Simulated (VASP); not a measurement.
# H4C in VASP: notebook, part 3 of 3

VASP 6.6.1.

### 4 Single point, PBE+D3(BJ)

The input, INCAR:

```
SYSTEM = H4C
PREC     = Accurate       ! precision mode
ENCUT    = 520            ! plane-wave cutoff, eV
EDIFF    = 1E-6           ! SCF threshold, eV
ISMEAR   = -1             ! smearing method
SIGMA    = 0.05           ! smearing width, eV
LREAL    = Auto         
LASPH    = .TRUE.         ! aspherical terms in the spheres
NELM     = 120            ! most SCF steps
ALGO     = Normal         ! electronic algorithm
ISIF     = 2              ! what is computed and relaxed
LWAVE    = .FALSE.        ! write WAVECAR
LCHARG   = .FALSE.        ! write CHGCAR
GGA      = PE             ! functional
IVDW     = 12             ! dispersion correction
NBANDS   = 58             ! bands
GGA_COMPAT= .FALSE.
```

The input, KPOINTS:

```
Automatic mesh
0
G
  1 1 1
  0 0 0
```

The input, POSCAR:

```
H4C
1.0
    7.6834750000      0.0000000000      0.0000000000
    0.0000000000      7.6834750000      0.0000000000
    0.0000000000      0.0000000000      7.6834750000
C H
8 32
Direct
    0.7021692659      0.6269949469      0.9881206095
    0.0823195234      0.5499204462      0.8647649664
    0.3597200485      0.3016213367      0.1031954942
    0.4442390975      0.8865910281      0.2439781479
    0.5390529676      0.1596933679      0.6188215619
    0.8708169155      0.8525829784      0.5189448785
    0.9175535809      0.0718945529      0.9678303112
    0.0830483603      0.2993176915      0.4473366543
    0.6554065706      0.4921471079      1.0028144817
    0.5992731154      0.7002560690      1.0505272679
    0.7384939757      0.6575800663      0.8534679946
    0.8245487881      0.6332681502      1.0553818422
    0.0955557219      0.6851457186      0.9176577005
    0.0120127937      0.4579178041      0.9510280179
    0.2105037109      0.4874356980      0.8390734661
    0.0205896421      0.5419032404      0.7349929557
    0.4043743228      0.3140115638      0.2379652436
    0.2483121244      0.2170632429      0.1126964036
    0.4502389869      0.2387201104      0.0147459320
    0.3269874634      0.4300007484      0.0643068403
    0.4162960119      0.9707066139      0.3521063061
    0.5786053836      0.9002437048      0.2213842044
    0.3816242000      0.9352929501      0.1248653767
    0.4072376106      0.7580294073      0.2722856520
    0.6622264015      0.1714849075      0.5505842083
    0.4436534250      0.2397482910      0.5452871259
    0.5792561309      0.1942480453      0.7570923313
    0.4954659187      0.0194833718      0.6100234594
    0.8548215488      0.9859471138      0.5431526751
    0.8064840453      0.7800116484      0.6193291447
    1.0105974185      0.8248221020      0.5364629936
    0.8183146298      0.8184187493      0.3879754929
    0.9693400447     -0.0258086348      1.0638155262
    0.8254468193     -0.0034880051      0.8933848291
    1.0215039419      0.1173687687      0.8868513270
    0.8679015680      0.1799576364      1.0460371121
    0.1494896515      0.4241049785      0.4607810919
   -0.0291795054      0.3057470741      0.5292396995
    0.1726562525      0.1938575970      0.4900647168
    0.0338258405      0.2801206485      0.3165494779
```

Potentials or basis: VASP PAW PBE potentials, release 64 (C, H).

Command:

```
> cat potpaw_PBE.64/C/POTCAR potpaw_PBE.64/H/POTCAR > POTCAR
> mpirun -np 1 vasp_gam > vasp.out
```

OUTCAR:

```text
SYSTEM = H4C
   PREC = Accurate
   ENCUT = 520
   EDIFF = 1E-6
   ISMEAR = -1
   LREAL = Auto
   LASPH = .TRUE.
   NELM = 120
   ISIF = 2
   GGA = PE
   IVDW = 12
 IVDW          = 12

 ion  position               nearest neighbor table
   1  0.702  0.627  0.988-  12 1.07  10 1.08  11 1.10   9 1.10
   2  0.082  0.550  0.865-  16 1.11  14 1.11  15 1.11  13 1.12
   3  0.360  0.302  0.103-  20 1.06  18 1.08  19 1.09  17 1.10
   4  0.444  0.887  0.244-  24 1.05  22 1.05  21 1.07  23 1.10
   5  0.539  0.160  0.619-  25 1.09  26 1.11  28 1.13  27 1.14
   6  0.871  0.853  0.519-  29 1.05  30 1.07  31 1.10  32 1.12
   7  0.918  0.072  0.968-  35 1.07  34 1.08  36 1.09  33 1.13
   8  0.083  0.299  0.447-  38 1.07  40 1.08  37 1.09  39 1.11
   9  0.655  0.492  0.003-   1 1.10
  10  0.599  0.700  0.051-   1 1.08
  11  0.738  0.658  0.853-   1 1.10
  12  0.825  0.633  0.055-   1 1.07
  13  0.096  0.685  0.918-   2 1.12
  14  0.012  0.458  0.951-   2 1.11
[... 24 lines left out ...]
  39  0.173  0.194  0.490-   8 1.11
  40  0.034  0.280  0.317-   8 1.08

  LATTYP: Found a simple cubic cell.
 ALAT       =     7.6834750000

  Lattice vectors:

 A1 = (   7.6834750000,   0.0000000000,   0.0000000000)
 A2 = (   0.0000000000,   7.6834750000,   0.0000000000)
 A3 = (   0.0000000000,   0.0000000000,   7.6834750000)

Analysis of symmetry for initial positions (statically):
=====================================================================
 Subroutine PRICEL returns:
 Original cell was already a primitive cell.

 Routine SETGRP: Setting up the symmetry group for a
 simple cubic supercell.

 Subroutine GETGRP returns: Found  1 space group operations
 (whereof  1 operations were pure point group operations)
 out of a pool of 48 trial point group operations.

The static configuration has the point symmetry C_1 .

Analysis of symmetry for dynamics (positions and initial velocities):
=====================================================================
 Subroutine PRICEL returns:
 Original cell was already a primitive cell.

 Routine SETGRP: Setting up the symmetry group for a
 simple cubic supercell.

 Subroutine GETGRP returns: Found  1 space group operations
 (whereof  1 operations were pure point group operations)
 out of a pool of 48 trial point group operations.

The dynamic configuration has the point symmetry C_1 .

 Subroutine INISYM returns: Found  1 space group operations
 (whereof  1 operations are pure point group operations),
 and found     1 'primitive' translations

----------------------------------------------------------------------------------------

                                     Primitive cell

  volume of cell :     453.6000

  direct lattice vectors                    reciprocal lattice vectors
     7.683475000  0.000000000  0.000000000     0.130149444  0.000000000  0.000000000
     0.000000000  7.683475000  0.000000000     0.000000000  0.130149444  0.000000000
     0.000000000  0.000000000  7.683475000     0.000000000  0.000000000  0.130149444

  length of vectors
     7.683475000  7.683475000  7.683475000     0.130149444  0.130149444  0.130149444

  position of ions in fractional coordinates (direct lattice)
     0.702169266  0.626994947  0.988120610
     0.082319523  0.549920446  0.864764966
     0.359720049  0.301621337  0.103195494
     0.444239098  0.886591028  0.243978148
     0.539052968  0.159693368  0.618821562
     0.870816916  0.852582978  0.518944879
[... 32 lines left out ...]
     0.172656252  0.193857597  0.490064717
     0.033825841  0.280120649  0.316549478

  ion indices of the primitive-cell ions
   primitive index   ion index
                 1           1
                 2           2
                 3           3
                 4           4
                 5           5
                 6           6
[... 32 lines left out ...]
                39          39
                40          40

----------------------------------------------------------------------------------------

 KPOINTS: Automatic mesh

Automatic generation of k-mesh.
 Grid dimensions read from file:
 generate k-points for:    1    1    1

 Generating k-lattice:

  Cartesian coordinates                     Fractional coordinates (reciprocal lattice)
     0.130149444  0.000000000  0.000000000     1.000000000  0.000000000  0.000000000
     0.000000000  0.130149444  0.000000000     0.000000000  1.000000000  0.000000000
     0.000000000  0.000000000  0.130149444     0.000000000  0.000000000  1.000000000

  Length of vectors
     0.130149444  0.130149444  0.130149444

  Shift w.r.t. Gamma in fractional coordinates (k-lattice)
     0.000000000  0.000000000  0.000000000

 Subroutine IBZKPT returns following result:
 ===========================================

 Found      1 irreducible k-points:

 Following reciprocal coordinates:
            Coordinates               Weight
  0.000000  0.000000  0.000000      1.000000
   k-points           NKPTS =      1   k-points in BZ     NKDIM =      1   number of bands    NBANDS=     58
   number of dos      NEDOS =    301   number of ions     NIONS =     40
   total plane-waves  NPLWV = 216000
   dimension x,y,z NGX =    60 NGY =   60 NGZ =   60
   dimension x,y,z NGXF=   120 NGYF=  120 NGZF=  120
   ions per type =               8  32
   NGX,Y,Z   is equivalent  to a cutoff of  12.98, 12.98, 12.98 a.u.
   NGXF,Y,Z  is equivalent  to a cutoff of  25.96, 25.96, 25.96 a.u.
 SYSTEM =  H4C
   PREC   = accura    normal or accurate (medium, high low for compatibility)
   ISTART =      0    job   : 0-new  1-cont  2-samecut
   ICHARG =      2    charge: 1-file 2-atom 10-const
   ISPIN  =      1    spin polarized calculation?
   LNONCOLLINEAR =      F non collinear calculations
   LSORBIT =      F    spin-orbit coupling
   LASPH  =      T    aspherical Exc in radial PAW
   ENCUT  =  520.0 eV  38.22 Ry    6.18 a.u.  14.29 14.29 14.29*2*pi/ulx,y,z
   NELM   =    120;   NELMIN=  2; NELMDL= -5     # of ELM steps
   EDIFF  = 0.1E-05   stopping-criterion for ELM
   LREAL  =      T    real-space projection
   EDIFFG = 0.1E-04   stopping-criterion for IOM
   NSW    =      0    number of steps for IOM
   IBRION =     -1    ionic relax: 0-MD 1-quasi-New 2-CG
   NFREE  =      0    steps in history (QN), initial steepest desc. (CG)
   ISIF   =      2    stress and relaxation
   ISYM   =      2    0-nonsym 1-usesym 2-fastsym
   POTIM  = 0.5000    time-step for ionic-motion
   TEBEG  =    0.0;   TEEND  =   0.0 temperature during run
   PSTRESS=    0.0 pullay stress
   NELECT =      64.0000    total number of electrons
   NUPDOWN=      -1.0000    fix difference up-down
   EMIN   =  10.00;   EMAX   =-10.00  energy-range for DOS
   EFERMI =   0.00;   METHOD = LEGACY
   ISMEAR =    -1;   SIGMA  =   0.05  broadening in eV -4-tet -1-fermi 0-gaus
   EFERMI_NEDOS =   21; number of points for ismear=-14 and -15
   IALGO  =     38    algorithm
   IMIX   =      4    mixing-type and parameters
     AMIX     =   0.40;   BMIX     =  1.00
     AMIX_MAG =   1.60;   BMIX_MAG =  1.00
  volume/ion in A,a.u.               =      11.34        76.53
  Fermi-wavevector in a.u.,A,eV,Ry     =   0.852270  1.610557  9.882781  0.726364
  Thomas-Fermi vector in A             =   1.968532
   LORBIT       =      0    0 simple, 1 ext, 2 COOP (PROOUT), +10 PAW based schemes
   GGA     = PE    functional components
   LHFCALC =     F    Hartree Fock is set to
   AEXX    =    0.0000 exact exchange contribution
   IVDW    =    12    specifies the selected vdW correction
   LEPSILON=     F    determine dielectric tensor
   LRPA    =     F    only Hartree local field effects (RPA)
 non-spin polarized calculation
  energy-cutoff  :      520.00
  volume of cell :      453.60
 maximum number of plane-waves:      6099
 NGX is ok and might be reduce to    60
   NGX = 29   NGY = 29   NGZ = 29

 number of electron      63.9999999 magnetization

 Free energy of the ion-electron system (eV)
  ---------------------------------------------------
  ext. energy  EPLUGINS =         0.00000000
  ---------------------------------------------------
  free energy    TOTEN  =      -191.06098209 eV

  energy without entropy =     -191.06098209  energy(sigma->0) =     -191.06098209

 E-fermi :  -4.8356     XC(G=0):  -5.8185

 val. band max:       -6.0369475308   @ k =   0.0000   0.0000   0.0000
 cond. band min:       0.8534299687   @ k =   0.0000   0.0000   0.0000
 fundamental gap:      6.8903774995
 Fermi energy:        -4.8355935399

 k-point     1 :       0.0000    0.0000    0.0000
  band No.  band energies     occupation
      1     -15.2527      2.00000
      2     -14.9507      2.00000
      3     -14.8581      2.00000
      4     -14.8490      2.00000
      5     -14.7460      2.00000
      6     -14.6685      2.00000
[... 36 lines left out ...]
     43       4.3989      0.00000
     44       4.4391      0.00000
 [bands above 44 left out]

------------------------ aborting loop because EDIFF is reached ----------------------------------------

 Edisp (eV)   -1.18360

 E8    (eV) :    -0.2481

  FORCE on cell =-STRESS in cart. coord.  units (eV):
  Direction    XX          YY          ZZ          XY          YZ          ZX
  --------------------------------------------------------------------------------------
  -------------------------------------------------------------------------------------
  Total       5.77985     2.49982     0.19722    -1.38466    -0.09016    -2.80854
  in kB      20.41523     8.82970     0.69662    -4.89079    -0.31847    -9.92014
  external pressure =        9.98 kB  Pullay stress =        0.00 kB

 VOLUME and BASIS-vectors are now :
 -----------------------------------------------------------------------------
  energy-cutoff  :      520.00
  volume of cell :      453.60
      direct lattice vectors                 reciprocal lattice vectors
     7.683475000  0.000000000  0.000000000     0.130149444  0.000000000  0.000000000
     0.000000000  7.683475000  0.000000000     0.000000000  0.130149444  0.000000000
     0.000000000  0.000000000  7.683475000     0.000000000  0.000000000  0.130149444

 POSITION                                       TOTAL-FORCE (eV/Angst)
 -----------------------------------------------------------------------------------
      5.39510      4.81750      7.59220        -0.212939     -1.058520     -0.061060
      0.63250      4.22530      6.64440         0.594444     -0.775631     -0.530973
      2.76390      2.31750      0.79290         0.245179     -0.634268      0.933430
      3.41330      6.81210      1.87460        -0.732150      1.428533     -0.661424
      4.14180      1.22700      4.75470         0.248810     -0.688796      0.487822
      6.69090      6.55080      3.98730         0.745933     -1.227083     -0.851364
[... 32 lines left out ...]
      1.32660      1.48950      3.76540        -0.522801      0.323156     -0.296037
      0.25990      2.15230      2.43220         0.224011     -0.096512     -0.408470
 -----------------------------------------------------------------------------------
    total drift:                               -0.006589     -0.003063     -0.006230

  FREE ENERGIE OF THE ION-ELECTRON SYSTEM (eV)
  ---------------------------------------------------
  free  energy   TOTEN  =      -192.2445811198 eV

  energy  without entropy=     -192.2445811197  energy(sigma->0) =     -192.24458112
```

Wall time 41 s (1 thread of AMD EPYC 9R45 (Zen 5), shared host); peak memory 0.42 GiB.

Results:

```
Free energy                : -192.2446 eV
Pressure                   : 1.0 GPa
Largest force              : 1.962 eV/Å
Band gap on the k mesh     : 6.89 eV
Dispersion energy per atom : -0.030 eV
```

Forces in eV/Å, atoms in the order of the input:
```
C   -0.213 -1.059 -0.061
C    0.594 -0.776 -0.531
C    0.245 -0.634  0.933
C   -0.732  1.429 -0.661
C    0.249 -0.689  0.488
C    0.746 -1.227 -0.851
C    0.465 -1.062  1.582
C    0.661 -0.208  0.159
H    0.261 -0.050 -0.460
H    0.108  0.681 -0.304
H   -0.719  0.059  0.015
H    0.326  0.285  0.806
H   -0.132 -0.854 -0.365
H    0.218  0.594 -0.122
H   -0.235  0.549  0.298
H   -0.197  0.529  0.401
H    0.578 -0.232 -0.060
H   -0.714 -0.098 -0.201
H    0.462  0.115  0.030
H   -0.362  0.824 -0.590
H   -0.477  0.392  0.430
H    1.596 -0.160 -0.156
H   -0.246 -0.138  0.213
H   -0.330 -1.503  0.268
H    0.230 -0.149 -0.471
H    0.259  0.052  0.923
H   -1.085 -0.009 -1.054
H    0.377  0.938  0.279
H   -0.324  1.593  0.204
H   -0.612 -0.407  0.418
H   -0.123 -0.115 -0.477
H    0.456  0.047  0.604
H    0.028  0.596 -0.441
H   -0.686  0.259 -0.334
H    0.614  0.210 -0.518
H   -0.453 -0.014 -0.255
H    0.162  0.138 -0.228
H   -0.697 -0.134  0.795
H   -0.523  0.323 -0.296
H    0.224 -0.097 -0.408
```

Caveat: the k points lie up to 0.82 Å⁻¹ apart.

### 5 Single point, PBE+D3(BJ)

The input, INCAR:

```
SYSTEM = H4C
  PREC = Accurate
  ENCUT = 520
  EDIFF = 1E-6
  ISMEAR = -1
  SIGMA = 0.05
  LREAL = Auto
  LASPH = .True.
  NELM = 120
  ALGO = Normal
  ISIF = 2
  LWAVE = .False.
  LCHARG = .True.
  GGA = PE
  IVDW = 12
  LELF = .True.
  LVHAR = .True.
  NBANDS = 58
  GGA_COMPAT = .False.
```

The input, KPOINTS:

```
regular mesh
0
Gamma
  1 1 1
  0 0 0
```

The input, POSCAR:

```
H4C
1.0
    7.6834750000      0.0000000000      0.0000000000
    0.0000000000      7.6834750000      0.0000000000
    0.0000000000      0.0000000000      7.6834750000
C H
8 32
Direct
    0.6876185580      0.6023316273      1.0019815253
    0.1292123681      0.5671652475      0.8443705485
    0.3278074049      0.3072698226      0.1395071891
    0.4583603122      0.9066340425      0.2337744315
    0.5418251507      0.1499451745      0.6419361031
    0.9202476744      0.8557976697      0.5242549758
    0.8978489551      0.0783629803      0.9775785045
    0.0722850013      0.3165104331      0.4388769404
    0.6702566222      0.4630196623      0.9750796352
    0.5849436616      0.6746036136      1.0711429399
    0.6847943151      0.6626038349      0.8672898656
    0.8073690615      0.6409339524      1.0781970398
    0.1649644204      0.6549250177      0.9560778164
    0.0190018188      0.4979387582      0.8997621519
    0.2528543400      0.5018562564      0.8087096008
    0.0826709269      0.6457234520      0.7312706816
    0.3402366768      0.2801727083      0.2851053722
    0.1985429770      0.2751619547      0.0886317714
    0.4357663687      0.2305206954      0.0708924022
    0.3551257732      0.4421046467      0.1198416081
    0.4148253232      0.9951616944      0.3378549419
    0.5883665919      0.9172282073      0.1902784873
    0.3560758641      0.8999053163      0.1356157208
    0.4350895916      0.7735822658      0.2880988095
    0.6799527558      0.1983867976      0.6364437966
    0.4740823651      0.2476353473      0.5571827851
    0.4842210068      0.1520666105      0.7709272172
    0.5285759373      0.0092796554      0.5984661888
    0.8705696316      0.9857649046      0.5354608429
    0.9151978760      0.7894865279      0.6507732504
    1.0623708673      0.8696065257      0.4953227544
    0.8617064544      0.7725150404      0.4298445690
    1.0129661384      0.0121559581      1.0293389384
    0.7772394652      0.0057526054      0.9473447887
    0.9377657896      0.1572335434      0.8570080595
    0.8520884105      0.1706129063      1.0704531478
    0.1411991319      0.4377055954      0.4245474867
   -0.0185072510      0.3161980744      0.5488532207
    0.1584699631      0.2128333859      0.4736268420
    0.0021734957      0.2862246575      0.3151568789
```

Command:

```
> cat potpaw_PBE.64/C/POTCAR potpaw_PBE.64/H/POTCAR > POTCAR
> mpirun -np 1 vasp_gam > vasp.out
```

Wall time 42 s (1 thread of AMD EPYC 9R45 (Zen 5), shared host); peak memory 0.41 GiB.

It converged, with:

```
Free energy                : -191.9596 eV
Pressure                   : -0.6 GPa
Largest force              : 3.282 eV/Å
Band gap on the k mesh     : 6.76 eV
Dispersion energy per atom : -0.029 eV
```

Forces in eV/Å, atoms in the order of the input:
```
C    0.375  1.453 -0.779
C    0.581  1.592  0.310
C    1.493 -1.456  0.713
C   -2.439 -1.621  1.481
C    0.364 -0.004 -0.928
C    1.898 -0.201  0.855
C   -0.009  0.862 -1.750
C   -1.414 -0.369 -0.165
H   -0.089  0.124  0.749
H   -0.269 -0.948 -0.101
H    0.513 -0.165  0.898
H   -0.479 -0.640 -0.901
H   -0.080 -0.016 -0.779
H    0.153 -0.907 -0.349
H   -0.805 -0.427  0.141
H    0.363 -0.359  0.695
H   -0.197  0.127 -1.562
H    0.204 -0.125  0.118
H   -1.162  0.632  0.525
H    0.063  0.906 -0.191
H    0.467  0.088 -0.423
H    0.996  0.455 -0.423
H    0.221  0.683 -0.695
H    0.656  0.346  0.204
H   -0.705 -0.704  0.461
H   -0.090 -0.888  0.296
H    0.152  0.378  0.419
H    0.271  1.303 -0.097
H   -0.633  0.453 -0.145
H   -0.274  0.241 -0.037
H   -0.537 -0.148 -0.066
H   -0.594 -0.239 -0.800
H   -0.371 -0.447 -0.106
H    0.793 -0.498 -0.113
H   -0.354 -0.860  1.068
H   -0.045  0.922  0.910
H    0.183  0.496  0.152
H   -0.293  0.527 -0.089
H    0.768 -0.625 -0.182
H    0.326  0.059  0.687
```

Stress tensor (GPa, compression positive):
```
-0.75 -0.57 -0.39
-0.57  0.28  0.36
-0.39  0.36 -1.25
```

Levels at points of the mesh, in eV from the valence-band top:
```
           k point  band 28  band 29  band 30  band 31  band 32  band 33  band 34  band 35  band 36  band 37
(0.00, 0.00, 0.00)    -0.38    -0.27    -0.13    -0.07     0.00     6.76     8.68     8.94     8.98     9.10
```

Caveat: the k points lie up to 0.82 Å⁻¹ apart.
